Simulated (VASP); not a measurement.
Runs of VASP 6.6.1 on Ti4Pt3. The structure is that of space group Pm-3m (No. 221), or close to it. The cells are those of the table. The cell was generated, and may not be a known phase.

| task | cell | k mesh | cutoff (eV) | gap on the mesh (eV) | pressure (GPa) | relaxed volume (Å³/atom) |
| --- | --- | --- | --- | --- | --- | --- |
| single point | a = 5.126 Å, 7 atoms | 8 × 8 × 8 | 520 | none | -0.1 | - |
| relaxation of cell and atoms | relaxed from a = 4.977 Å, 7 atoms | 4 × 4 × 4 | 600 | none | -0.1 | (a) |
| relaxation of cell and atoms | relaxed from a = 5.136 Å, 7 atoms | 8 × 8 × 8 | 600 | none | 0.0 | 19.23 |
| single point | a = 5.136 Å, 7 atoms | 4 × 4 × 4 | 520 | none | -0.3 | - |

Alike in all rows: level PBE; potentials or basis VASP PAW PBE potentials, release 64 (Ti_sv, Pt); no spin polarisation; smearing gaussian 0.1 eV.

Q: Estimate the missing entries.

A: (a) 19.32.

Caveats: spin-orbit coupling is left out, which moves the levels of the heavy elements.

A k mesh can miss the band edges, and the runs leave out spin-orbit coupling on Pt.

A gap of «none» marks levels without a gap at the run's occupations.
